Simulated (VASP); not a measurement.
# GaC3 (P1) in VASP: a series of runs

The runs below take GaC3 through single point, with PBE.

Everything below comes from runs of VASP 6.6.1. Logs are shortened: lines on timing, memory, paths and dates and some standing lists are left out, and cuts for length are marked.

## 1. The cell of the first run

The typed cell holds 4 atoms: a = 3.198 Å, b = 3.328 Å, c = 3.274 Å, α = 90.43°, β = 88.64°, γ = 89.86°.

## 2. Single point, PBE

Input file INCAR:

```
SYSTEM = GaC3
PREC = Accurate
ENCUT = 520
EDIFF = 1E-6
ISMEAR = -1
SIGMA = 0.15
LREAL = .False.
LASPH = .True.
NELM = 80
ALGO = Normal
ISIF = 2
LWAVE = .False.
LCHARG = .False.
GGA = PE
NBANDS = 20
```

Input file KPOINTS:

```
Automatic mesh
0
Gamma
  5 5 5
  0 0 0
```

Input file POSCAR:

```
GaC3
1.0
    3.1973800000      0.0041300000      0.0384800000
    0.0041300000      3.3283500000     -0.0125200000
    0.0384800000     -0.0125200000      3.2736300000
Ga C
1 3
Direct
    0.9882600000      0.0068400000      0.0279200000
    0.0166200000      0.4955100000      0.5081400000
    0.5025100000      0.9911900000      0.5325000000
    0.5101400000      0.4944500000      0.9800900000
```

Potentials or basis: VASP PAW PBE potentials, release 64 (Ga_d, C).

Launch:

```bash
cat potpaw_PBE.64/Ga_d/POTCAR potpaw_PBE.64/C/POTCAR > POTCAR
mpirun -np 1 vasp_std > vasp.out
```

OUTCAR:

```text
SYSTEM = GaC3
   PREC = Accurate
   ENCUT = 520
   EDIFF = 1E-6
   ISMEAR = -1
   LREAL = .False.
   LASPH = .True.
   NELM = 80
   ISIF = 2
   GGA = PE

 ion  position               nearest neighbor table
   1  0.988  0.007  0.028-   4 2.24   3 2.24   2 2.26   3 2.27   3 2.28   4 2.30   2 2.33   4 2.33
                             3 2.36   2 2.36   4 2.38   2 2.40
   2  0.017  0.496  0.508-   1 2.26   1 2.33   1 2.36   1 2.40
   3  0.503  0.991  0.532-   1 2.24   1 2.27   1 2.28   1 2.36
   4  0.510  0.494  0.980-   1 2.24   1 2.30   1 2.33   1 2.38

  LATTYP: Found a triclinic cell.
 ALAT       =     7.2168491766
 B/A-ratio  =     0.9858697924
 C/A-ratio  =     1.3706833171
 COS(alpha) =     0.0004351149
 COS(beta)  =     0.6102999352
 COS(gamma) =     0.7894619317

  Lattice vectors:

 A1 = (  -6.3988900000,  -3.3366100000,  -0.0644400000)
 A2 = (  -6.3562800000,  -0.0207800000,   3.1966700000)
 A3 = (  -3.2826000000,  -6.6357900000,  -6.5607000000)

Analysis of symmetry for initial positions (statically):
=====================================================================
 Subroutine PRICEL returns:
 Original cell was already a primitive cell.

 Routine SETGRP: Setting up the symmetry group for a
 triclinic supercell.

 Subroutine GETGRP returns: Found  1 space group operations
 (whereof  1 operations were pure point group operations)
 out of a pool of  2 trial point group operations.

The static configuration has the point symmetry C_1 .

Analysis of symmetry for dynamics (positions and initial velocities):
=====================================================================
 Subroutine PRICEL returns:
 Original cell was already a primitive cell.

 Routine SETGRP: Setting up the symmetry group for a
 triclinic supercell.

 Subroutine GETGRP returns: Found  1 space group operations
 (whereof  1 operations were pure point group operations)
 out of a pool of  2 trial point group operations.

The dynamic configuration has the point symmetry C_1 .

 Subroutine INISYM returns: Found  1 space group operations
 (whereof  1 operations are pure point group operations),
 and found     1 'primitive' translations

----------------------------------------------------------------------------------------

                                     Primitive cell

  volume of cell :      34.8325

  direct lattice vectors                    reciprocal lattice vectors
     3.197380000  0.004130000  0.038480000     0.312800857 -0.000401977 -0.003678366
     0.004130000  3.328350000 -0.012520000    -0.000401977  0.300454011  0.001153812
     0.038480000 -0.012520000  3.273630000    -0.003678366  0.001153812  0.305518947

  length of vectors
     3.197614209  3.328376110  3.273880089     0.312822742  0.300456495  0.305543268

  position of ions in fractional coordinates (direct lattice)
     0.988260000  0.006840000  0.027920000
     0.016620000  0.495510000  0.508140000
     0.502510000  0.991190000  0.532500000
     0.510140000  0.494450000  0.980090000

  ion indices of the primitive-cell ions
   primitive index   ion index
                 1           1
                 2           2
                 3           3
                 4           4

----------------------------------------------------------------------------------------

 KPOINTS: Automatic mesh

Automatic generation of k-mesh.
 Grid dimensions read from file:
 generate k-points for:    5    5    5

 Generating k-lattice:

  Cartesian coordinates                     Fractional coordinates (reciprocal lattice)
     0.062560171 -0.000080395 -0.000735673     0.200000000 -0.000000000 -0.000000000
    -0.000080395  0.060090802  0.000230762     0.000000000  0.200000000 -0.000000000
    -0.000735673  0.000230762  0.061103789     0.000000000  0.000000000  0.200000000

  Length of vectors
     0.062564548  0.060091299  0.061108654

  Shift w.r.t. Gamma in fractional coordinates (k-lattice)
     0.000000000  0.000000000  0.000000000

 Subroutine IBZKPT returns following result:
 ===========================================

 Found     63 irreducible k-points:

 Following reciprocal coordinates:
            Coordinates               Weight
  0.000000  0.000000  0.000000      1.000000
  0.200000 -0.000000 -0.000000      2.000000
  0.400000 -0.000000 -0.000000      2.000000
 -0.000000  0.200000  0.000000      2.000000
  0.200000  0.200000  0.000000      2.000000
  0.400000  0.200000 -0.000000      2.000000
[... 16 lines left out ...]
 -0.200000  0.200000  0.200000      2.000000
  0.000000  0.400000  0.200000      2.000000
 [... further k-points ...]
   k-points           NKPTS =     63   k-points in BZ     NKDIM =     63   number of bands    NBANDS=     20
   number of dos      NEDOS =    301   number of ions     NIONS =      4
   total plane-waves  NPLWV =  16128
   dimension x,y,z NGX =    24 NGY =   28 NGZ =   24
   dimension x,y,z NGXF=    48 NGYF=   56 NGZF=   48
   ions per type =               1   3
   NGX,Y,Z   is equivalent  to a cutoff of  12.48, 13.99, 12.19 a.u.
   NGXF,Y,Z  is equivalent  to a cutoff of  24.96, 27.97, 24.37 a.u.
 SYSTEM =  GaC3
   PREC   = accura    normal or accurate (medium, high low for compatibility)
   ISTART =      0    job   : 0-new  1-cont  2-samecut
   ICHARG =      2    charge: 1-file 2-atom 10-const
   ISPIN  =      1    spin polarized calculation?
   LNONCOLLINEAR =      F non collinear calculations
   LSORBIT =      F    spin-orbit coupling
   LASPH  =      T    aspherical Exc in radial PAW
   ENCUT  =  520.0 eV  38.22 Ry    6.18 a.u.   5.95  6.19  6.09*2*pi/ulx,y,z
   NELM   =     80;   NELMIN=  2; NELMDL= -5     # of ELM steps
   EDIFF  = 0.1E-05   stopping-criterion for ELM
   LREAL  =      F    real-space projection
   EDIFFG = 0.1E-04   stopping-criterion for IOM
   NSW    =      0    number of steps for IOM
   IBRION =     -1    ionic relax: 0-MD 1-quasi-New 2-CG
   NFREE  =      0    steps in history (QN), initial steepest desc. (CG)
   ISIF   =      2    stress and relaxation
   ISYM   =      2    0-nonsym 1-usesym 2-fastsym
   POTIM  = 0.5000    time-step for ionic-motion
   TEBEG  =    0.0;   TEEND  =   0.0 temperature during run
   PSTRESS=    0.0 pullay stress
   NELECT =      25.0000    total number of electrons
   NUPDOWN=      -1.0000    fix difference up-down
   EMIN   =  10.00;   EMAX   =-10.00  energy-range for DOS
   EFERMI =   0.00;   METHOD = LEGACY
   ISMEAR =    -1;   SIGMA  =   0.15  broadening in eV -4-tet -1-fermi 0-gaus
   EFERMI_NEDOS =   21; number of points for ismear=-14 and -15
   IALGO  =     38    algorithm
   IMIX   =      4    mixing-type and parameters
     AMIX     =   0.40;   BMIX     =  1.00
     AMIX_MAG =   1.60;   BMIX_MAG =  1.00
  volume/ion in A,a.u.               =       8.71        58.77
  Fermi-wavevector in a.u.,A,eV,Ry     =   1.465750  2.769867 29.231088  2.148424
  Thomas-Fermi vector in A             =   2.581570
   LORBIT       =      0    0 simple, 1 ext, 2 COOP (PROOUT), +10 PAW based schemes
   GGA     = PE    functional components
   LHFCALC =     F    Hartree Fock is set to
   AEXX    =    0.0000 exact exchange contribution
   IVDW    =     0    specifies the selected vdW correction
   LEPSILON=     F    determine dielectric tensor
   LRPA    =     F    only Hartree local field effects (RPA)
 non-spin polarized calculation
  energy-cutoff  :      520.00
  volume of cell :       34.83
 maximum number of plane-waves:       951
   NGX = 11   NGY = 13   NGZ = 13

 number of electron      24.9999994 magnetization

 Free energy of the ion-electron system (eV)
  ---------------------------------------------------
  ext. energy  EPLUGINS =         0.00000000
  ---------------------------------------------------
  free energy    TOTEN  =       -17.79715006 eV

  energy without entropy =      -17.68283820  energy(sigma->0) =      -17.73999413

 E-fermi :   8.0826     XC(G=0): -12.7708

 val. band max:        8.0576693470   @ k =   0.2000   0.2000   0.4000
 cond. band min:       8.0922029029   @ k =  -0.0000  -0.4000   0.4000
 fundamental gap:      0.0345335559
 Fermi energy:         8.0825533600

 k-point     1 :       0.0000    0.0000    0.0000
  band No.  band energies     occupation
      1      -9.1268      2.00000
      2      -7.1717      2.00000
      3      -7.1511      2.00000
      4      -6.9318      2.00000
      5      -6.9214      2.00000
      6      -6.9175      2.00000
[... 12 lines left out ...]
     19      19.8958      0.00000
     20      20.5305      0.00000

 k-point     2 :       0.2000   -0.0000   -0.0000
  band No.  band energies     occupation
      1      -8.6224      2.00000
      2      -7.1486      2.00000
      3      -7.1097      2.00000
      4      -6.9738      2.00000
      5      -6.9652      2.00000
      6      -6.9214      2.00000
[... 12 lines left out ...]
     19      19.0401      0.00000
     20      19.8993      0.00000

 k-point     3 :       0.4000   -0.0000   -0.0000
  band No.  band energies     occupation
      1      -7.3585      2.00000
      2      -7.1144      2.00000
      3      -7.0620      2.00000
      4      -7.0440      2.00000
      5      -6.9177      2.00000
      6      -6.8249      2.00000
[... 12 lines left out ...]
     19      17.1232      0.00000
     20      18.2814      0.00000

 k-point     4 :      -0.0000    0.2000    0.0000
  band No.  band energies     occupation
      1      -8.6611      2.00000
      2      -7.1379      2.00000
      3      -7.1365      2.00000
      4      -6.9686      2.00000
      5      -6.9538      2.00000
      6      -6.9180      2.00000
[... 12 lines left out ...]
     19      19.1659      0.00000
     20      19.9993      0.00000

 k-point     5 :       0.2000    0.2000    0.0000
  band No.  band energies     occupation
      1      -8.1844      2.00000
      2      -7.1270      2.00000
      3      -7.0883      2.00000
      4      -6.9834      2.00000
      5      -6.9634      2.00000
      6      -6.9506      2.00000
[... 12 lines left out ...]
     19      18.0660      0.00000
     20      18.6907      0.00000

 k-point     6 :       0.4000    0.2000   -0.0000
  band No.  band energies     occupation
      1      -7.3158      2.00000
      2      -7.1159      2.00000
      3      -7.0484      2.00000
      4      -7.0358      2.00000
      5      -6.9490      2.00000
      6      -6.3961      2.00000
[... 12 lines left out ...]
     19      16.6839      0.00000
     20      17.0648      0.00000

 k-point     7 :      -0.4000    0.2000    0.0000
  band No.  band energies     occupation
      1      -7.3144      2.00000
      2      -7.1127      2.00000
      3      -7.0500      2.00000
      4      -7.0346      2.00000
      5      -6.9492      2.00000
      6      -6.3912      2.00000
[... 12 lines left out ...]
     19      16.6218      0.00000
     20      17.2137      0.00000
[... 277 lines left out ...]
 k-point    20 :       0.2000    0.2000    0.2000
  band No.  band energies     occupation
      1      -7.8082      2.00000
      2      -7.1002      2.00000
      3      -7.0634      2.00000
      4      -7.0069      2.00000
      5      -6.9917      2.00000
      6      -6.8881      2.00000
[... 12 lines left out ...]
     19      15.4245      0.00000
     20      20.1617      0.00000

 k-point    21 :       0.4000    0.2000    0.2000
  band No.  band energies     occupation
      1      -7.3146      2.00000
      2      -7.1300      2.00000
      3      -7.0398      2.00000
      4      -7.0337      2.00000
      5      -6.9664      2.00000
      6      -5.9550      2.00000
[... 12 lines left out ...]
     19      16.5053      0.00000
     20      19.1710      0.00000

 k-point    22 :      -0.4000    0.2000    0.2000
  band No.  band energies     occupation
      1      -7.2955      2.00000
      2      -7.1231      2.00000
      3      -7.0462      2.00000
      4      -7.0353      2.00000
      5      -6.9680      2.00000
      6      -5.8771      2.00000
[... 12 lines left out ...]
     19      16.8139      0.00000
     20      18.9221      0.00000

 k-point    23 :      -0.2000    0.2000    0.2000
  band No.  band energies     occupation
      1      -7.7537      2.00000
      2      -7.0873      2.00000
      3      -7.0706      2.00000
      4      -7.0109      2.00000
      5      -7.0037      2.00000
      6      -6.8817      2.00000
[... 12 lines left out ...]
     19      15.9358      0.00000
     20      19.9936      0.00000

 k-point    24 :       0.0000    0.4000    0.2000
  band No.  band energies     occupation
      1      -7.3351      2.00000
      2      -7.1364      2.00000
      3      -7.0563      2.00000
      4      -7.0111      2.00000
      5      -6.9511      2.00000
      6      -6.4868      2.00000
[... 12 lines left out ...]
     19      16.9364      0.00000
     20      17.4433      0.00000

 [... further k-points ...]
[... 5 lines left out ...]
  --------------------------------------------------------------------------------------
  -------------------------------------------------------------------------------------
  Total        2.2997620      2.9963608      1.8204049     -0.0957141      0.0794445      0.1965319
  in kB      105.7813424    137.8225514     83.7325233     -4.4025259      3.6541827      9.0398076
  external PRESSURE =     109.1121390 kB  Pullay stress =       0.0000000 kB

 VOLUME and BASIS-vectors are now :
 -----------------------------------------------------------------------------
  energy-cutoff  :      520.00
  volume of cell :       34.83
      direct lattice vectors                 reciprocal lattice vectors
     3.197380000  0.004130000  0.038480000     0.312800857 -0.000401977 -0.003678366
     0.004130000  3.328350000 -0.012520000    -0.000401977  0.300454011  0.001153812
     0.038480000 -0.012520000  3.273630000    -0.003678366  0.001153812  0.305518947

 POSITION                                       TOTAL-FORCE (eV/Angst)
 -----------------------------------------------------------------------------------
      3.16095      0.02650      0.12934         0.068434     -0.108296      0.477474
      0.07474      1.64294      1.65790         0.526312      0.208541      0.440457
      1.63130      3.29444      1.75013        -0.478475     -0.233251      0.704268
      1.67087      1.63554      3.22189        -0.116271      0.133006     -1.622199
 -----------------------------------------------------------------------------------
    total drift:                                0.000228     -0.000041     -0.000060

  FREE ENERGIE OF THE ION-ELECTRON SYSTEM (eV)
  ---------------------------------------------------
  free  energy   TOTEN  =       -17.7971500593 eV

  energy  without entropy=      -17.6828382046  energy(sigma->0) =      -17.73999413
```

It took 26 s on 1 thread of Intel Xeon 6975P-C, shared host; peak memory 0.17 GiB.

What came out:

- Free energy: -17.7972 eV
- Pressure: 10.9 GPa
- Largest force: 1.632 eV/Å

Forces on the atoms (eV/Å):
```
Ga   0.068 -0.108  0.477
C    0.526  0.209  0.440
C   -0.478 -0.233  0.704
C   -0.116  0.133 -1.622
```

Caveat: the k points lie up to 0.39 Å⁻¹ apart; forces of over 1 eV/Å act on the atoms, so gaps and moduli don't describe the material at rest.

## 3. Single point, PBE

Input file INCAR:

```
PREC = Accurate ; ENCUT = 520
EDIFF = 1E-7 ; ISMEAR = -1
SIGMA = 0.15 ; LREAL = F
LASPH = T ; NELM = 80
ALGO = Normal ; ISIF = 2
LWAVE = F ; LCHARG = F
GGA = PE ; NBANDS = 20
```

Input file KPOINTS:

```
Automatic mesh
0
Gamma
  5 5 5
```

Edit POSCAR of step 2 so:

```diff
@@ -9,3 +9,3 @@
     0.9882600000      0.0068400000      0.0279200000
-    0.0166200000      0.4955100000      0.5081400000
+    0.0181840043      0.4955079901      0.5081216082
     0.5025100000      0.9911900000      0.5325000000
```

Potentials or basis: VASP PAW PBE potentials, release 64 (Ga_d, C).

Launch:

```bash
cat potpaw_PBE.64/Ga_d/POTCAR potpaw_PBE.64/C/POTCAR > POTCAR
mpirun -np 1 vasp_std > vasp.out
```

It took 27 s on 1 thread of Intel Xeon 6975P-C, shared host; peak memory 0.17 GiB.

It converged, with:

| Property | Result |
| --- | --- |
| Free energy | -17.7999 eV |
| Pressure | 10.9 GPa |
| Largest force | 1.623 eV/Å |

Forces on the atoms (eV/Å):
```
Ga   0.048 -0.108  0.477
C    0.592  0.208  0.433
C   -0.496 -0.232  0.702
C   -0.144  0.133 -1.611
```

Stress tensor (GPa, compression positive):
```
10.52 -0.46  0.80
-0.46 13.79  0.37
 0.80  0.37  8.41
```

Levels at points of the mesh, in eV from the Fermi level:
```
           k point  band 8  band 9  band 10  band 11  band 12  band 13  band 14  band 15  band 16  band 17
(0.00, 0.00, 0.00)   -6.27   -6.02    -5.51    -5.30    -0.03     1.15     1.27     1.50     3.91     4.09
```

Caveat: the k points lie up to 0.39 Å⁻¹ apart; forces of over 1 eV/Å act on the atoms, so gaps and moduli don't describe the material at rest.
